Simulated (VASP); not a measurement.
# LiBe4 in VASP: notebook

Runs on LiBe4. Level: PBE. Tasks: single point, relaxation of cell and atoms.

Program: VASP 6.6.1. These are calculated values, not measurements. Logs are shortened: lines on timing, memory, paths and dates and some standing lists are left out, and cuts for length are marked.

## Step 1: The cell of the first run

Symmetry: Pm-3m, No. 221, cubic system. Conventional cell: a = 3.783 Å, b = 3.783 Å, c = 3.783 Å, α = 90.00°, β = 90.00°, γ = 90.00°. Within 2.5 Å of Li (site symmetry m-3m) lie 6 Be at 1.89 Å. Within 2.5 Å of Be (site symmetry 4/mmm) lie 2 Li at 1.89 Å. Within 3.5 Å of Be (site symmetry m-3m) lie 12 Be at 2.67 Å and 8 Li at 3.28 Å.

## Step 2: Single point, PBE

INCAR

```
SYSTEM = LiBe4
PREC = Accurate ; ENCUT = 750
EDIFF = 1E-6 ; ISMEAR = 0
SIGMA = 0.2 ; LREAL = .False.
LASPH = .True. ; NELM = 120
ALGO = Normal ; ISIF = 2
LWAVE = .False. ; LCHARG = .True.
GGA = PE ; LELF = .True.
LVHAR = .True. ; NBANDS = 14
GGA_COMPAT = .False.
```

KPOINTS

```
Automatic mesh
0
Gamma
  5 5 5
  0 0 0
```

POSCAR

```
LiBe4
1.0
    3.7826740581      0.0000000000      0.0000000000
    0.0000000000      3.7826740581      0.0000000000
    0.0000000000      0.0000000000      3.7826740581
Li Be
1 4
Direct
    0.5000000000      0.5000000000      0.5000000000
    0.0000000000      0.5000000000      0.5000000000
    0.5000000000      0.0000000000      0.5000000000
    0.5000000000      0.5000000000      0.0000000000
    0.0000000000      0.0000000000      0.0000000000
```

Potentials or basis: VASP PAW PBE potentials, release 64 (Li_sv, Be).

On the command line:

```sh
$ cat potpaw_PBE.64/Li_sv/POTCAR potpaw_PBE.64/Be/POTCAR > POTCAR
$ mpirun -np 1 vasp_std > vasp.out
```

OUTCAR:

```text
SYSTEM = LiBe4
   PREC = Accurate
   ENCUT = 750
   EDIFF = 1E-6
   ISMEAR = 0
   LREAL = .False.
   LASPH = .True.
   NELM = 120
   ISIF = 2
   GGA = PE

 ion  position               nearest neighbor table
   1  0.500  0.500  0.500-   2 1.89   3 1.89   4 1.89   4 1.89   3 1.89   2 1.89
   2  0.000  0.500  0.500-   1 1.89   1 1.89
   3  0.500  0.000  0.500-   1 1.89   1 1.89
   4  0.500  0.500  0.000-   1 1.89   1 1.89
   5  0.000  0.000  0.000-

  LATTYP: Found a simple cubic cell.
 ALAT       =     3.7826740581

  Lattice vectors:

 A1 = (   3.7826740581,   0.0000000000,   0.0000000000)
 A2 = (   0.0000000000,   3.7826740581,   0.0000000000)
 A3 = (   0.0000000000,   0.0000000000,   3.7826740581)

Analysis of symmetry for initial positions (statically):
=====================================================================
 Subroutine PRICEL returns:
 Original cell was already a primitive cell.

 Routine SETGRP: Setting up the symmetry group for a
 simple cubic supercell.

 Subroutine GETGRP returns: Found 48 space group operations
[... 9 lines left out ...]

 Routine SETGRP: Setting up the symmetry group for a
 simple cubic supercell.

 Subroutine GETGRP returns: Found 48 space group operations
[... 11 lines left out ...]
                                     Primitive cell

  volume of cell :      54.1249

  direct lattice vectors                    reciprocal lattice vectors
     3.782674058  0.000000000  0.000000000     0.264363248  0.000000000  0.000000000
     0.000000000  3.782674058  0.000000000     0.000000000  0.264363248  0.000000000
     0.000000000  0.000000000  3.782674058     0.000000000  0.000000000  0.264363248

  length of vectors
     3.782674058  3.782674058  3.782674058     0.264363248  0.264363248  0.264363248

  position of ions in fractional coordinates (direct lattice)
     0.500000000  0.500000000  0.500000000
     0.000000000  0.500000000  0.500000000
     0.500000000  0.000000000  0.500000000
     0.500000000  0.500000000  0.000000000
     0.000000000  0.000000000  0.000000000

  ion indices of the primitive-cell ions
   primitive index   ion index
                 1           1
                 2           2
                 3           3
                 4           4
                 5           5

----------------------------------------------------------------------------------------

 KPOINTS: Automatic mesh

Automatic generation of k-mesh.
 Grid dimensions read from file:
 generate k-points for:    5    5    5

 Generating k-lattice:

  Cartesian coordinates                     Fractional coordinates (reciprocal lattice)
     0.052872650  0.000000000  0.000000000     0.200000000  0.000000000  0.000000000
     0.000000000  0.052872650  0.000000000     0.000000000  0.200000000  0.000000000
     0.000000000  0.000000000  0.052872650     0.000000000  0.000000000  0.200000000

  Length of vectors
     0.052872650  0.052872650  0.052872650

  Shift w.r.t. Gamma in fractional coordinates (k-lattice)
     0.000000000  0.000000000  0.000000000

 Subroutine IBZKPT returns following result:
 ===========================================

 Found     10 irreducible k-points:

 Following reciprocal coordinates:
            Coordinates               Weight
  0.000000  0.000000  0.000000      1.000000
  0.200000  0.000000  0.000000      6.000000
  0.400000  0.000000  0.000000      6.000000
  0.200000  0.200000  0.000000     12.000000
  0.400000  0.200000  0.000000     24.000000
  0.400000  0.400000  0.000000     12.000000
  0.200000  0.200000  0.200000      8.000000
  0.400000  0.200000  0.200000     24.000000
  0.400000  0.400000  0.200000     24.000000
  0.400000  0.400000  0.400000      8.000000
   k-points           NKPTS =     10   k-points in BZ     NKDIM =     10   number of bands    NBANDS=     14
   number of dos      NEDOS =    301   number of ions     NIONS =      5
   total plane-waves  NPLWV =  46656
   dimension x,y,z NGX =    36 NGY =   36 NGZ =   36
   dimension x,y,z NGXF=    72 NGYF=   72 NGZF=   72
   ions per type =               1   4
   NGX,Y,Z   is equivalent  to a cutoff of  15.82, 15.82, 15.82 a.u.
   NGXF,Y,Z  is equivalent  to a cutoff of  31.64, 31.64, 31.64 a.u.
 SYSTEM =  LiBe4
   PREC   = accura    normal or accurate (medium, high low for compatibility)
   ISTART =      0    job   : 0-new  1-cont  2-samecut
   ICHARG =      2    charge: 1-file 2-atom 10-const
   ISPIN  =      1    spin polarized calculation?
   LNONCOLLINEAR =      F non collinear calculations
   LSORBIT =      F    spin-orbit coupling
   LASPH  =      T    aspherical Exc in radial PAW
   ENCUT  =  750.0 eV  55.12 Ry    7.42 a.u.   8.45  8.45  8.45*2*pi/ulx,y,z
   NELM   =    120;   NELMIN=  2; NELMDL= -5     # of ELM steps
   EDIFF  = 0.1E-05   stopping-criterion for ELM
   LREAL  =      F    real-space projection
   EDIFFG = 0.1E-04   stopping-criterion for IOM
   NSW    =      0    number of steps for IOM
   IBRION =     -1    ionic relax: 0-MD 1-quasi-New 2-CG
   NFREE  =      0    steps in history (QN), initial steepest desc. (CG)
   ISIF   =      2    stress and relaxation
   ISYM   =      2    0-nonsym 1-usesym 2-fastsym
   POTIM  = 0.5000    time-step for ionic-motion
   TEBEG  =    0.0;   TEEND  =   0.0 temperature during run
   PSTRESS=    0.0 pullay stress
   NELECT =      11.0000    total number of electrons
   NUPDOWN=      -1.0000    fix difference up-down
   EMIN   =  10.00;   EMAX   =-10.00  energy-range for DOS
   EFERMI =   0.00;   METHOD = LEGACY
   ISMEAR =     0;   SIGMA  =   0.20  broadening in eV -4-tet -1-fermi 0-gaus
   EFERMI_NEDOS =   21; number of points for ismear=-14 and -15
   IALGO  =     38    algorithm
   IMIX   =      4    mixing-type and parameters
     AMIX     =   0.40;   BMIX     =  1.00
     AMIX_MAG =   1.60;   BMIX_MAG =  1.00
  volume/ion in A,a.u.               =      10.82        73.05
  Fermi-wavevector in a.u.,A,eV,Ry     =   0.962513  1.818887 12.604874  0.926432
  Thomas-Fermi vector in A             =   2.091979
   LORBIT       =      0    0 simple, 1 ext, 2 COOP (PROOUT), +10 PAW based schemes
   GGA     = PE    functional components
   LHFCALC =     F    Hartree Fock is set to
   AEXX    =    0.0000 exact exchange contribution
   IVDW    =     0    specifies the selected vdW correction
   LEPSILON=     F    determine dielectric tensor
   LRPA    =     F    only Hartree local field effects (RPA)
 non-spin polarized calculation
 Gauss-broadening in eV      SIGMA  =   0.20
  energy-cutoff  :      750.00
  volume of cell :       54.12
 maximum number of plane-waves:      2542
 NGX is ok and might be reduce to    36
   NGX = 17   NGY = 17   NGZ = 17

 number of electron      11.0000002 magnetization

 Free energy of the ion-electron system (eV)
  ---------------------------------------------------
  ext. energy  EPLUGINS =         0.00000000
  ---------------------------------------------------
  free energy    TOTEN  =       -11.00154233 eV

  energy without entropy =      -10.94966750  energy(sigma->0) =      -10.97560491

 E-fermi :   3.7012     XC(G=0):  -9.4306

 val. band max:        3.6434291457   @ k =   0.4000   0.2000   0.0000
 cond. band min:       3.8402143494   @ k =   0.4000   0.2000   0.2000
 fundamental gap:      0.1967852037
 Fermi energy:         3.7011836240

 k-point     1 :       0.0000    0.0000    0.0000
  band No.  band energies     occupation
      1     -41.3479      2.00000
      2      -4.2603      2.00000
      3       1.7952      2.00000
      4       1.7952      2.00000
      5       1.7952      2.00000
      6       6.2765      0.00000
      7       6.2765      0.00000
      8       7.7750      0.00000
      9       9.2003      0.00000
     10       9.2003      0.00000
     11       9.2003      0.00000
     12      10.7464      0.00000
     13      10.7464      0.00000
     14      10.7464      0.00000

 k-point     2 :       0.2000    0.0000    0.0000
  band No.  band energies     occupation
      1     -41.3483      2.00000
      2      -3.9567      2.00000
      3       0.4861      2.00000
      4       2.1732      2.00000
      5       2.1732      2.00000
      6       6.4634      0.00000
      7       7.2640      0.00000
      8       7.9254      0.00000
      9       7.9254      0.00000
     10       8.1629      0.00000
     11       9.6637      0.00000
     12      10.0735      0.00000
     13      10.5058      0.00000
     14      10.5058      0.00000

 k-point     3 :       0.4000    0.0000    0.0000
  band No.  band energies     occupation
      1     -41.3489      2.00000
      2      -3.0849      2.00000
      3      -1.3929      2.00000
      4       3.2103      1.99948
      5       3.2103      1.99948
      6       5.6464      0.00000
      7       5.6464      0.00000
      8       6.9024      0.00000
      9       7.7809      0.00000
     10       8.1656      0.00000
     11       9.0245      0.00000
     12      11.3917      0.00000
     13      11.3917      0.00000
     14      12.5141      0.00000

 k-point     4 :       0.2000    0.2000    0.0000
  band No.  band energies     occupation
      1     -41.3487      2.00000
      2      -3.6488      2.00000
      3       0.5951      2.00000
      4       1.1048      2.00000
      5       2.5488      2.00000
      6       5.7348      0.00000
      7       7.2796      0.00000
      8       7.8908      0.00000
      9       8.1949      0.00000
     10       9.0739      0.00000
     11       9.1713      0.00000
     12       9.7753      0.00000
     13      10.2378      0.00000
     14      11.0686      0.00000

 k-point     5 :       0.4000    0.2000    0.0000
  band No.  band energies     occupation
      1     -41.3493      2.00000
      2      -2.7598      2.00000
      3      -1.1008      2.00000
      4       1.9375      2.00000
      5       3.5733      1.63399
      6       3.6434      1.31701
      7       6.0197      0.00000
      8       7.7162      0.00000
      9       8.5337      0.00000
     10       9.5490      0.00000
     11       9.6309      0.00000
     12      10.2586      0.00000
     13      11.2138      0.00000
     14      11.6498      0.00000

 k-point     6 :       0.4000    0.4000    0.0000
  band No.  band energies     occupation
      1     -41.3500      2.00000
      2      -1.8157      2.00000
      3      -0.5577      2.00000
      4       0.3321      2.00000
      5       1.5930      2.00000
      6       4.5252      0.00000
      7       6.8440      0.00000
      8       7.6394      0.00000
      9       8.3671      0.00000
     10       8.9138      0.00000
     11       9.2799      0.00000
     12      10.0741      0.00000
     13      10.7444      0.00000
     14      12.4619      0.00000

 k-point     7 :       0.2000    0.2000    0.2000
  band No.  band energies     occupation
      1     -41.3491      2.00000
      2      -3.3375      2.00000
      3       0.9612      2.00000
      4       0.9612      2.00000
      5       1.7025      2.00000
      6       6.1930      0.00000
      7       6.1951      0.00000
      8       6.1951      0.00000
      9       9.2236      0.00000
     10       9.2236      0.00000
     11       9.4522      0.00000
     12      10.7942      0.00000
     13      10.7942      0.00000
     14      11.7082      0.00000

 k-point     8 :       0.4000    0.2000    0.2000
  band No.  band energies     occupation
      1     -41.3498      2.00000
      2      -2.4348      2.00000
      3      -0.7976      2.00000
      4       2.0482      2.00000
      5       2.4528      2.00000
      6       3.8402      0.32556
      7       4.3559      0.00000
      8       7.1766      0.00000
      9       9.0286      0.00000
     10       9.9577      0.00000
     11      10.2615      0.00000
     12      10.5329      0.00000
     13      10.9874      0.00000
     14      12.2114      0.00000

 k-point     9 :       0.4000    0.4000    0.2000
  band No.  band energies     occupation
      1     -41.3504      2.00000
      2      -1.4881      2.00000
      3      -0.2102      2.00000
      4       0.5883      2.00000
      5       1.8695      2.00000
      6       3.3978      1.96809
      7       5.0896      0.00000
      8       5.1832      0.00000
      9       6.9796      0.00000
     10      10.7188      0.00000
     11      11.4644      0.00000
     12      11.5887      0.00000
     13      12.7609      0.00000
     14      12.9593      0.00000

 k-point    10 :       0.4000    0.4000    0.4000
  band No.  band energies     occupation
      1     -41.3511      2.00000
      2      -0.5360      2.00000
      3       0.7762      2.00000
      4       0.7762      2.00000
      5       1.8767      2.00000
      6       2.8407      2.00000
      7       2.8407      2.00000
      8       3.4740      1.89184
      9       4.7846      0.00000
     10      12.9909      0.00000
     11      12.9909      0.00000
     12      13.5850      0.00000
     13      14.0637      0.00000
     14      14.0640      0.00000

------------------------ aborting loop because EDIFF is reached ----------------------------------------

  FORCE on cell =-STRESS in cart. coord.  units (eV):
  Direction    XX          YY          ZZ          XY          YZ          ZX
  --------------------------------------------------------------------------------------
  -------------------------------------------------------------------------------------
  Total       -0.0584013     -0.0584013     -0.0584013      0.0000000      0.0000000     -0.0000000
  in kB       -1.7287672     -1.7287672     -1.7287672      0.0000000      0.0000000     -0.0000000
  external PRESSURE =      -1.7287672 kB  Pullay stress =       0.0000000 kB

 VOLUME and BASIS-vectors are now :
 -----------------------------------------------------------------------------
  energy-cutoff  :      750.00
  volume of cell :       54.12
      direct lattice vectors                 reciprocal lattice vectors
     3.782674058  0.000000000  0.000000000     0.264363248  0.000000000  0.000000000
     0.000000000  3.782674058  0.000000000     0.000000000  0.264363248  0.000000000
     0.000000000  0.000000000  3.782674058     0.000000000  0.000000000  0.264363248

 POSITION                                       TOTAL-FORCE (eV/Angst)
 -----------------------------------------------------------------------------------
      1.89134      1.89134      1.89134         0.000000      0.000000      0.000000
      0.00000      1.89134      1.89134         0.000000      0.000000      0.000000
      1.89134      0.00000      1.89134         0.000000      0.000000      0.000000
      1.89134      1.89134      0.00000         0.000000      0.000000      0.000000
      0.00000      0.00000      0.00000         0.000000      0.000000      0.000000
 -----------------------------------------------------------------------------------
    total drift:                                0.000000      0.000000      0.000000

  FREE ENERGIE OF THE ION-ELECTRON SYSTEM (eV)
  ---------------------------------------------------
  free  energy   TOTEN  =       -11.0015423275 eV

  energy  without entropy=      -10.9496675020  energy(sigma->0) =      -10.97560491
```

Wall time 16 s (1 thread of Intel Xeon 8259CL, shared host); peak memory 0.2 GiB.

Results:

```
Free energy : -11.0015 eV
Pressure    : -0.2 GPa
```

Levels at points of the mesh, in eV from the Fermi level:
| k point | band 1 | band 2 | band 3 | band 4 | band 5 | band 6 | band 7 | band 8 | band 9 | band 10 |
| --- | --- | --- | --- | --- | --- | --- | --- | --- | --- | --- |
| (0.00, 0.00, 0.00) | -45.05 | -7.96 | -1.91 | -1.91 | -1.91 | 2.58 | 2.58 | 4.07 | 5.50 | 5.50 |

## Step 3: Single point, PBE

This run uses another cell than the first one, of 11.19 Å³/atom, 1.034 times its volume.

INCAR

```
ALGO = Normal ; EDIFF = 1E-6
ENCUT = 750 ; GGA = PE
GGA_COMPAT = False ; ISIF = 2
ISMEAR = 0 ; LASPH = True
LCHARG = False ; LREAL = False
LWAVE = False ; NBANDS = 14
NELM = 120 ; PREC = Accurate
SIGMA = 0.2
```

KPOINTS

```
k-points
0
Gamma
  5 5 5
```

POSCAR

```
LiBe4
1.0
    3.8245295410      0.0000000000      0.0000000000
    0.0000000000      3.8245295410      0.0000000000
    0.0000000000      0.0000000000      3.8245295410
Li Be
1 4
Direct
    0.0000000000      0.0000000000      0.0000000000
    0.0000000000      0.5000000000      0.5000000000
    0.5000000000      0.0000000000      0.5000000000
    0.5000000000      0.5000000000      0.0000000000
    0.5000000000      0.5000000000      0.5000000000
```

Potentials or basis: VASP PAW PBE potentials, release 64 (Li_sv, Be).

On the command line:

```sh
$ cat potpaw_PBE.64/Li_sv/POTCAR potpaw_PBE.64/Be/POTCAR > POTCAR
$ mpirun -np 1 vasp_std > vasp.out
```

Run time: 17 s. Hardware: 1 thread of Intel Xeon 8259CL, shared host; peak memory 0.2 GiB.

It converged, with:

| Item | Value |
| --- | --- |
| Free energy | -14.8372 eV |
| Pressure | 0.2 GPa |

Levels at points of the mesh, in eV from the Fermi level:
| k point | band 2 | band 3 | band 4 | band 5 | band 6 | band 7 | band 8 | band 9 |
| --- | --- | --- | --- | --- | --- | --- | --- | --- |
| (0.00, 0.00, 0.00) | -8.23 | -2.37 | -2.37 | -2.37 | 2.37 | 2.37 | 4.12 | 6.06 |

(Continued in part 2 of 2.)
